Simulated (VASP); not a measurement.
# Be4Os in VASP: notebook

The runs below take Be4Os through single point, with PBE.

Everything below comes from runs of VASP 6.6.1. Logs are shortened: lines on timing, memory, paths and dates and some standing lists are left out, and cuts for length are marked.

### Step 1. The cell of the first run

The typed cell holds 10 atoms: a = 3.088 Å, b = 4.227 Å, c = 7.878 Å, α = 90.03°, β = 90.00°, γ = 111.43°.

### Step 2. Single point, PBE

Input file INCAR:

```
SYSTEM = Be4Os
PREC = Accurate ; ENCUT = 520
EDIFF = 1E-6 ; ISMEAR = 0
SIGMA = 0.2 ; LREAL = .FALSE.
LASPH = .TRUE. ; NELM = 80
ALGO = Fast ; ISIF = 2
LWAVE = .FALSE. ; LCHARG = .TRUE.
GGA = PE ; LELF = .TRUE.
LVHAR = .TRUE. ; NBANDS = 27
```

Input file KPOINTS:

```
Automatic mesh
0
G
  6 6 4
  0 0 0
```

Input file POSCAR:

```
Be4Os
1.0
    0.0047611193     -0.0023687890      3.0884235210
    2.7795149759     -2.7822867937     -1.5506398692
    5.5691032931      5.5722274196     -0.0043126597
Be Os
8 2
Direct
    0.0926321405      0.1852743185      0.2973888229
    0.5925956901      0.1851728493      0.7974045215
    0.7974067780      0.5948302185      0.4073266265
    0.2972650705      0.5945228660      0.9074089343
    0.7025964465      0.4051797365      0.0926874446
    0.2027252706      0.4054614333      0.5925733168
    0.4074144847      0.8148161344      0.2026244139
    0.9073676134      0.8147489713      0.7025857360
    0.5000597661      0.0001344367      0.4999935543
   -0.0000632604     -0.0001409645      0.0000066294
```

Potentials or basis: VASP PAW PBE potentials, release 64 (Be, Os).

Launch:

```sh
$ cat potpaw_PBE.64/Be/POTCAR potpaw_PBE.64/Os/POTCAR > POTCAR
$ mpirun -np 1 vasp_std > vasp.out
```

OUTCAR:

```text
SYSTEM = Be4Os
   PREC = Accurate
   ENCUT = 520
   EDIFF = 1E-6
   ISMEAR = 0
   LREAL = .FALSE.
   LASPH = .TRUE.
   NELM = 80
   ISIF = 2
   GGA = PE

 ion  position               nearest neighbor table
   1  0.093  0.185  0.297-   7 2.25   7 2.25   9 2.34   9 2.34  10 2.45
   2  0.593  0.185  0.797-   8 2.25   8 2.25  10 2.34  10 2.34   9 2.45
   3  0.797  0.595  0.407-   6 2.25   6 2.25   9 2.34   9 2.34   9 2.45
   4  0.297  0.595  0.907-   5 2.25   5 2.25  10 2.34  10 2.34  10 2.45
   5  0.703  0.405  0.093-   4 2.25   4 2.25  10 2.34  10 2.34  10 2.45
   6  0.203  0.405  0.593-   3 2.25   3 2.25   9 2.34   9 2.34   9 2.45
   7  0.407  0.815  0.203-   1 2.25   1 2.25  10 2.34  10 2.34   9 2.45
   8  0.907  0.815  0.703-   2 2.25   2 2.25   9 2.34   9 2.34  10 2.45
   9  0.500  0.000  0.500-   6 2.34   6 2.34   3 2.34   3 2.34   1 2.34   1 2.34   8 2.34   8 2.34
                             6 2.45   3 2.45   2 2.45   7 2.45
  10  1.000  1.000  0.000-   4 2.34   4 2.34   5 2.34   5 2.34   7 2.34   7 2.34   2 2.34   2 2.34
                             4 2.45   5 2.45   8 2.45   1 2.45

  LATTYP: Found a base centered monoclinic cell.
 ALAT       =     7.8706279157
 B/A-ratio  =     0.3923992002
 C/A-ratio  =     1.0009508864
 COS(beta)  =    -0.0005626312

  Lattice vectors:

 A1 = (   2.7842760952,  -2.7846555827,   1.5377836518)
 A2 = (   2.7795149759,  -2.7822867937,  -1.5506398692)
 A3 = (   5.5691032931,   5.5722274196,  -0.0043126597)

Analysis of symmetry for initial positions (statically):
=====================================================================
 Subroutine PRICEL returns:
 Original cell was already a primitive cell.

 Routine SETGRP: Setting up the symmetry group for a
 base centered monoclinic supercell.

 Subroutine GETGRP returns: Found  1 space group operations
 (whereof  1 operations were pure point group operations)
 out of a pool of  4 trial point group operations.

The static configuration has the point symmetry C_1 .

Analysis of symmetry for dynamics (positions and initial velocities):
=====================================================================
 Subroutine PRICEL returns:
 Original cell was already a primitive cell.

 Routine SETGRP: Setting up the symmetry group for a
 base centered monoclinic supercell.

 Subroutine GETGRP returns: Found  1 space group operations
 (whereof  1 operations were pure point group operations)
 out of a pool of  4 trial point group operations.

The dynamic configuration has the point symmetry C_1 .

 Subroutine INISYM returns: Found  1 space group operations
 (whereof  1 operations are pure point group operations),
 and found     1 'primitive' translations

----------------------------------------------------------------------------------------

                                     Primitive cell

  volume of cell :      95.7500

  direct lattice vectors                    reciprocal lattice vectors
     0.004761119 -0.002368789  3.088423521     0.090365676 -0.090064574  0.323581402
     2.779514976 -2.782286794 -1.550639869     0.179732437 -0.179631990 -0.000414852
     5.569103293  5.572227420 -0.004312660     0.089781196  0.089730534 -0.000069584

  length of vectors
     3.088428099  4.227446902  7.878111989     0.347825397  0.254109372  0.126933986

  position of ions in fractional coordinates (direct lattice)
     0.092632141  0.185274318  0.297388823
     0.592595690  0.185172849  0.797404521
     0.797406778  0.594830219  0.407326627
     0.297265071  0.594522866  0.907408934
     0.702596447  0.405179737  0.092687445
     0.202725271  0.405461433  0.592573317
     0.407414485  0.814816134  0.202624414
     0.907367613  0.814748971  0.702585736
     0.500059766  0.000134437  0.499993554
     0.999936740  0.999859036  0.000006629

  ion indices of the primitive-cell ions
   primitive index   ion index
                 1           1
                 2           2
                 3           3
                 4           4
                 5           5
                 6           6
                 7           7
                 8           8
                 9           9
                10          10

----------------------------------------------------------------------------------------

 KPOINTS: Automatic mesh

Automatic generation of k-mesh.
 Grid dimensions read from file:
 generate k-points for:    6    6    4

 Generating k-lattice:

  Cartesian coordinates                     Fractional coordinates (reciprocal lattice)
     0.015060946 -0.015010762  0.053930234     0.166666667  0.000000000 -0.000000000
     0.029955406 -0.029938665 -0.000069142     0.000000000  0.166666667 -0.000000000
     0.022445299  0.022432634 -0.000017396    -0.000000000 -0.000000000  0.250000000

  Length of vectors
     0.057970900  0.042351562  0.031733497

  Shift w.r.t. Gamma in fractional coordinates (k-lattice)
     0.000000000  0.000000000  0.000000000

 Subroutine IBZKPT returns following result:
 ===========================================

 Found     76 irreducible k-points:

 Following reciprocal coordinates:
            Coordinates               Weight
  0.000000  0.000000  0.000000      1.000000
  0.166667  0.000000  0.000000      2.000000
  0.166667 -0.166667  0.000000      2.000000
  0.333333  0.000000  0.000000      2.000000
  0.333333 -0.333333  0.000000      2.000000
  0.500000  0.000000  0.000000      1.000000
[... 16 lines left out ...]
  0.166667 -0.166667 -0.250000      2.000000
  0.333333  0.000000  0.250000      2.000000
 [... further k-points ...]
   k-points           NKPTS =     76   k-points in BZ     NKDIM =     76   number of bands    NBANDS=     27
   number of dos      NEDOS =    301   number of ions     NIONS =     10
   total plane-waves  NPLWV =  46080
   dimension x,y,z NGX =    24 NGY =   32 NGZ =   60
   dimension x,y,z NGXF=    48 NGYF=   64 NGZF=  120
   ions per type =               8   2
   NGX,Y,Z   is equivalent  to a cutoff of  12.92, 12.58, 12.66 a.u.
   NGXF,Y,Z  is equivalent  to a cutoff of  25.84, 25.17, 25.32 a.u.
 SYSTEM =  Be4Os
   PREC   = accura    normal or accurate (medium, high low for compatibility)
   ISTART =      0    job   : 0-new  1-cont  2-samecut
   ICHARG =      2    charge: 1-file 2-atom 10-const
   ISPIN  =      1    spin polarized calculation?
   LNONCOLLINEAR =      F non collinear calculations
   LSORBIT =      F    spin-orbit coupling
   LASPH  =      T    aspherical Exc in radial PAW
   ENCUT  =  520.0 eV  38.22 Ry    6.18 a.u.   5.74  7.86 14.65*2*pi/ulx,y,z
   NELM   =     80;   NELMIN=  2; NELMDL= -5     # of ELM steps
   EDIFF  = 0.1E-05   stopping-criterion for ELM
   LREAL  =      F    real-space projection
   EDIFFG = 0.1E-04   stopping-criterion for IOM
   NSW    =      0    number of steps for IOM
   IBRION =     -1    ionic relax: 0-MD 1-quasi-New 2-CG
   NFREE  =      0    steps in history (QN), initial steepest desc. (CG)
   ISIF   =      2    stress and relaxation
   ISYM   =      2    0-nonsym 1-usesym 2-fastsym
   POTIM  = 0.5000    time-step for ionic-motion
   TEBEG  =    0.0;   TEEND  =   0.0 temperature during run
   PSTRESS=    0.0 pullay stress
   NELECT =      32.0000    total number of electrons
   NUPDOWN=      -1.0000    fix difference up-down
   EMIN   =  10.00;   EMAX   =-10.00  energy-range for DOS
   EFERMI =   0.00;   METHOD = LEGACY
   ISMEAR =     0;   SIGMA  =   0.20  broadening in eV -4-tet -1-fermi 0-gaus
   EFERMI_NEDOS =   21; number of points for ismear=-14 and -15
   IALGO  =     68    algorithm
   IMIX   =      4    mixing-type and parameters
     AMIX     =   0.40;   BMIX     =  1.00
     AMIX_MAG =   1.60;   BMIX_MAG =  1.00
  volume/ion in A,a.u.               =       9.58        64.62
  Fermi-wavevector in a.u.,A,eV,Ry     =   1.136088  2.146894 17.560973  1.290695
  Thomas-Fermi vector in A             =   2.272793
   LORBIT       =      0    0 simple, 1 ext, 2 COOP (PROOUT), +10 PAW based schemes
   GGA     = PE    functional components
   LHFCALC =     F    Hartree Fock is set to
   AEXX    =    0.0000 exact exchange contribution
   IVDW    =     0    specifies the selected vdW correction
   LEPSILON=     F    determine dielectric tensor
   LRPA    =     F    only Hartree local field effects (RPA)
 non-spin polarized calculation
 RMM-DIIS sequential band-by-band and
 Gauss-broadening in eV      SIGMA  =   0.20
  energy-cutoff  :      520.00
  volume of cell :       95.75
 maximum number of plane-waves:      2602
   NGX = 11   NGY = 15   NGZ = 29

 number of electron      32.0000001 magnetization

 Free energy of the ion-electron system (eV)
  ---------------------------------------------------
  ext. energy  EPLUGINS =         0.00000000
  ---------------------------------------------------
  free energy    TOTEN  =       -54.42368662 eV

  energy without entropy =      -54.41346702  energy(sigma->0) =      -54.41857682

 E-fermi :   6.7693     XC(G=0): -11.4121

 val. band max:        6.6478634484   @ k =  -0.1667  -0.0000   0.2500
 cond. band min:       6.8765871846   @ k =   0.0000  -0.1667   0.2500
 fundamental gap:      0.2287237362
 Fermi energy:         6.7693412156

 k-point     1 :       0.0000    0.0000    0.0000
  band No.  band energies     occupation
      1      -3.6039      2.00000
      2      -1.9686      2.00000
      3      -0.9336      2.00000
      4       1.1124      2.00000
      5       1.8726      2.00000
      6       1.9877      2.00000
[... 19 lines left out ...]
     26      14.3185      0.00000
     27      14.3570      0.00000

 k-point     2 :       0.1667    0.0000    0.0000
  band No.  band energies     occupation
      1      -3.1240      2.00000
      2      -1.4022      2.00000
      3      -0.6739      2.00000
      4       1.3583      2.00000
      5       2.3238      2.00000
      6       2.3766      2.00000
[... 652 lines left out ...]
 k-point    24 :       0.3333    0.0000    0.2500
  band No.  band energies     occupation
      1      -1.6854      2.00000
      2      -0.7669      2.00000
      3       0.9511      2.00000
      4       1.5352      2.00000
      5       1.8683      2.00000
      6       2.0965      2.00000
[... 19 lines left out ...]
     26      13.2497      0.00000
     27      13.8571      0.00000

 [... further k-points ...]
[... 5 lines left out ...]
  --------------------------------------------------------------------------------------
  -------------------------------------------------------------------------------------
  Total        0.1693609      0.1618469      0.1713594     -0.0025603     -0.0000221      0.0000106
  in kB        2.8339021      2.7081705      2.8673429     -0.0428408     -0.0003699      0.0001782
  external PRESSURE =       2.8031385 kB  Pullay stress =       0.0000000 kB

 VOLUME and BASIS-vectors are now :
 -----------------------------------------------------------------------------
  energy-cutoff  :      520.00
  volume of cell :       95.75
      direct lattice vectors                 reciprocal lattice vectors
     0.004761119 -0.002368789  3.088423521     0.090365676 -0.090064574  0.323581402
     2.779514976 -2.782286794 -1.550639869     0.179732437 -0.179631990 -0.000414852
     5.569103293  5.572227420 -0.004312660     0.089781196  0.089730534 -0.000069584

 POSITION                                       TOTAL-FORCE (eV/Angst)
 -----------------------------------------------------------------------------------
      2.17160      1.14141     -0.00249         0.000315     -0.011769      0.000097
      4.95834      3.92671      1.53961         0.001678     -0.012223     -0.000223
      3.92558      0.61284      1.53861        -0.011852     -0.000937      0.000092
      6.70735      3.40145     -0.00772        -0.011061     -0.001035      0.000058
      1.64573     -0.61252      1.54123         0.011112      0.000435     -0.000067
      4.42805      2.17336     -0.00518         0.011811      0.001617     -0.000028
      3.39517     -1.13895     -0.00609        -0.001224      0.012082     -0.000121
      6.18170      1.64595      1.53592        -0.000941      0.011960      0.000177
      2.78727      2.78452      1.54203        -0.000427      0.000310      0.000228
      2.78392     -2.78423      1.53781         0.000589     -0.000441     -0.000213
 -----------------------------------------------------------------------------------
    total drift:                               -0.000006      0.000000      0.000002

  FREE ENERGIE OF THE ION-ELECTRON SYSTEM (eV)
  ---------------------------------------------------
  free  energy   TOTEN  =       -54.4236866236 eV

  energy  without entropy=      -54.4134670152  energy(sigma->0) =      -54.41857682
```

Wall time 4.3 min (1 thread of AMD EPYC 9R45 (Zen 5), shared host); peak memory 0.28 GiB.

What came out:

```
Free energy            : -54.4237 eV
Pressure               : 0.3 GPa
Largest force          : 0.012 eV/Å
Band gap on the k mesh : zero (band 16 reaches 6.65 eV, above the bottom of band 17 at 6.56 eV)
```

Forces on the atoms (eV/Å):
```
Be   0.000 -0.012  0.000
Be   0.002 -0.012  0.000
Be  -0.012 -0.001  0.000
Be  -0.011 -0.001  0.000
Be   0.011  0.000  0.000
Be   0.012  0.002  0.000
Be  -0.001  0.012  0.000
Be  -0.001  0.012  0.000
Os   0.000  0.000  0.000
Os   0.001  0.000  0.000
```

Levels at points of the mesh, in eV from the Fermi level:
| k point | band 12 | band 13 | band 14 | band 15 | band 16 | band 17 | band 18 | band 19 | band 20 | band 21 |
| --- | --- | --- | --- | --- | --- | --- | --- | --- | --- | --- |
| (0.00, 0.00, 0.00) | -2.09 | -1.61 | -1.56 | -1.54 | -1.11 | -0.21 | 1.02 | 3.87 | 4.50 | 4.61 |
| (0.50, 0.00, 0.00) | -2.76 | -1.63 | -1.63 | -1.29 | -1.29 | 1.30 | 1.30 | 1.86 | 1.86 | 2.99 |
| (0.50, 0.50, 0.00) | -2.76 | -1.63 | -1.63 | -1.29 | -1.29 | 1.30 | 1.30 | 1.86 | 1.86 | 2.99 |
| (0.00, 0.50, 0.00) | -1.78 | -1.63 | -1.23 | -1.22 | -1.11 | 0.45 | 1.01 | 1.06 | 3.86 | 4.60 |
| (0.00, 0.00, 0.50) | -2.25 | -1.67 | -1.67 | -0.78 | -0.77 | 0.82 | 0.82 | 4.30 | 4.30 | 5.37 |
| (0.50, 0.00, 0.50) | -2.98 | -2.50 | -2.50 | -0.99 | -0.98 | 1.15 | 1.16 | 1.96 | 1.96 | 3.12 |
| (0.50, 0.50, 0.50) | -2.98 | -2.50 | -2.50 | -0.99 | -0.98 | 1.15 | 1.16 | 1.96 | 1.96 | 3.12 |
| (0.00, 0.50, 0.50) | -1.93 | -1.23 | -1.23 | -1.17 | -1.17 | 0.20 | 0.20 | 2.33 | 2.33 | 5.75 |

Caveat: the k points lie up to 0.36 Å⁻¹ apart; spin-orbit coupling is left out, which moves the levels of the heavy elements.

### Step 3. Single point, PBE

This run uses another cell than the first one: it holds 5 atoms, not 10.

Input file INCAR:

```
SYSTEM = Be4Os
PREC = Accurate
ENCUT = 520
EDIFF = 1E-7
ISMEAR = 0
SIGMA = 0.1
LREAL = .False.
LASPH = .True.
NELM = 80
ALGO = Fast
ISIF = 2
LWAVE = .False.
LCHARG = .True.
GGA = PE
LELF = .True.
LVHAR = .True.
NBANDS = 16
```

Input file KPOINTS:

```
Automatic mesh
0
Gamma
  14 14 14
  0 0 0
```

Input file POSCAR:

```
Be4Os
1.0
   -2.7824491029      2.7824491029      1.5462903516
    2.7824491029     -2.7824491029      1.5462903516
    2.7824491029      2.7824491029     -1.5462903516
Be Os
4 1
Direct
    0.7952838491      0.3899801780      0.1852640271
    0.3899801780      0.2047161509      0.5946963288
    0.6100198220      0.7952838491      0.4053036712
    0.2047161509      0.6100198220      0.8147359729
    0.0000000000      0.0000000000      0.0000000000
```

Potentials or basis: VASP PAW PBE potentials, release 64 (Be, Os).

Launch:

```sh
$ cat potpaw_PBE.64/Be/POTCAR potpaw_PBE.64/Os/POTCAR > POTCAR
$ mpirun -np 1 vasp_std > vasp.out
```

Run time: 6.9 min. Hardware: 1 thread of AMD EPYC 9R45 (Zen 5), shared host; peak memory 0.37 GiB.

Results (log left out):

```yaml
Free_energy: -27.2129 eV
Pressure: 0.2 GPa
Largest_force: 0.013 eV/Å
Band_gap_on_the_k_mesh: zero (band 8 reaches 6.78 eV, above the bottom of band 9 at 6.57 eV)
```

Forces in eV/Å, atoms in the order of the input:
```
Be   0.000  0.013  0.000
Be  -0.013  0.000  0.000
Be   0.013  0.000  0.000
Be   0.000 -0.013  0.000
Os   0.000  0.000  0.000
```

Levels at points of the mesh, in eV from the Fermi level:
| k point | band 4 | band 5 | band 6 | band 7 | band 8 | band 9 | band 10 | band 11 | band 12 | band 13 |
| --- | --- | --- | --- | --- | --- | --- | --- | --- | --- | --- |
| (0.00, 0.00, 0.00) | -2.51 | -2.14 | -2.14 | -1.58 | -1.58 | -0.24 | 4.46 | 5.09 | 7.15 | 7.15 |
| (0.50, 0.00, 0.00) | -3.71 | -3.18 | -3.02 | -2.54 | -1.03 | 1.11 | 1.91 | 3.08 | 5.57 | 6.63 |
| (0.50, 0.50, 0.00) | -3.29 | -2.45 | -2.25 | -1.65 | -1.15 | 0.99 | 3.80 | 4.57 | 5.87 | 7.51 |
| (0.50, 0.50, 0.50) | -5.61 | -2.55 | -1.81 | -1.27 | -1.27 | 0.42 | 0.99 | 7.20 | 7.20 | 7.76 |

Caveat: spin-orbit coupling is left out, which moves the levels of the heavy elements.
